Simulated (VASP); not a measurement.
## InSe: single point with PBE

Crystal: InSe.

```
In Se
1.0
     0.00000   -4.12476    0.00000
    -5.74189   -2.06238    0.13064
    -2.41719   -2.06238  -10.79010
In Se
4 4
Direct
  0.88790 0.75085 0.47335
  0.88790 0.25085 0.97335
  0.11210 0.74915 0.02665
  0.11210 0.24915 0.52665
  0.66633 0.51494 0.15240
  0.66633 0.01494 0.65240
  0.33367 0.98506 0.34760
  0.33367 0.48506 0.84760
```

| Item | Value |
| --- | --- |
| Program | VASP 6.6.1 |
| Task | single point |
| Functional | PBE |
| Potentials or basis | VASP PAW PBE potentials, release 64 (In_d, Se) |
| Cutoff | 520 eV |
| k mesh | 8 × 8 × 8 |
| Occupations | gaussian, width 0.05 eV |
| Spin | no spin polarisation |

```yaml
Pressure: 0.0 GPa
Largest_force: 0.015 eV/Å
Band_gap_on_the_k_mesh: 1.07 eV
```

Forces in eV/Å, atoms in the order of the input:
```
In   0.014  0.000 -0.003
In   0.014  0.000 -0.003
In  -0.014  0.000  0.003
In  -0.014  0.000  0.003
Se   0.002  0.000 -0.011
Se   0.002  0.000 -0.011
Se  -0.002  0.000  0.011
Se  -0.002  0.000  0.011
```

Levels at points of the mesh, in eV from the valence-band top:
```
           k point  band 34  band 35  band 36  band 37  band 38  band 39  band 40  band 41  band 42  band 43
(0.00, 0.00, 0.00)    -1.52    -1.16    -1.14    -1.14    -0.83     1.07     1.75     2.13     2.54     3.22
(0.50, 0.00, 0.00)    -2.07    -1.95    -1.90    -1.22    -1.17     1.51     2.31     2.33     2.95     3.61
(0.00, 0.50, 0.00)    -1.03    -0.85    -0.85    -0.28    -0.28     1.54     1.54     2.63     2.63     3.75
(0.50, 0.50, 0.00)    -2.16    -1.53    -1.53    -1.29    -1.29     1.95     1.95     2.28     2.28     3.53
(0.00, 0.00, 0.50)    -1.65    -1.14    -1.14    -0.92    -0.92     1.53     1.53     1.83     1.83     3.72
(0.00, 0.50, 0.50)    -1.26    -1.07    -0.87    -0.31     0.00     1.48     1.88     2.50     2.70     3.67
```

It took 9.6 min on 8 MPI ranks on Intel(R) Xeon(R) Platinum 8259CL CPU @ 2.50GHz (Skylake/Cascade Lake), with other jobs on the host, peak memory 1.4 GiB a rank.

Caveat: spin-orbit coupling is left out, which moves the levels of the heavy elements. A k mesh can miss the band edges.
